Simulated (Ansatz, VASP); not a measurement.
## Two plane-wave programs on La

The input INCAR:

```
ALGO = Normal
EDIFF = 1E-6
ENCUT = 520
GGA = CA
ISIF = 2
ISMEAR = -1
LASPH = T
LCHARG = F
LREAL = F
LWAVE = F
NBANDS = 12
NELM = 100
PREC = Accurate
SIGMA = 0.1
```

KPOINTS

```
k-points
0
Gamma
  12 12 12
```

Contents of POSCAR:

```
La
1.0
   -1.9966252706      1.9966252706      1.9966252706
    1.9966252706     -1.9966252706      1.9966252706
    1.9966252706      1.9966252706     -1.9966252706
La
1
Direct
    0.0000000000      0.0000000000      0.0000000000
```

Input for Ansatz:

```yaml
crystal:
  lattice:
    - [-1.9966252706, 1.9966252706, 1.9966252706]
    - [1.9966252706, -1.9966252706, 1.9966252706]
    - [1.9966252706, 1.9966252706, -1.9966252706]
  atoms:
    - { symbol: La, position: [0.0, 0.0, 0.0] }
hamiltonian:
  xc: lda
  pseudopotentials:
    kind: paw
    azcp:
      La: "pseudopotentials/La.paw.azcp"
basis:
  ecutwfc: 420
  fft_grid_basis: typed
kpoints:
  mp_grid: { grid: [12, 12, 12], shift: [0, 0, 0] }
magnetization:
  spin_polarized: false
scf:
  occupations: { method: fermi_dirac, width: 0.1 }
  lower_state_search: "off"
output:
  stress: true
```

Alike in both runs: task single point; functional LDA; k mesh 12 × 12 × 12; occupations fermi-dirac, width 0.1 eV; no spin polarisation.

|  | VASP | Ansatz |
| --- | --- | --- |
| version | VASP 6.6.1 | Ansatz 0.2.0 |
| potentials or method | VASP PAW LDA potentials, release 64 (La), cutoff 520 eV | plane waves (420 eV) with PAW, scalar-relativistic |
| valence electrons in the cell | 11 | 11 |

Ansatz gave:

- pressure (GPa): 1.4

**Question.** Estimate VASP's values.

**Answer.** Pressure (GPa): 1.3.

Ansatz warns that its potentials were made for another functional, while VASP's fit it. LDA's correlation is that of Perdew and Zunger in VASP and of Perdew and Wang (1992) in Ansatz.

Spin-orbit coupling is off throughout.
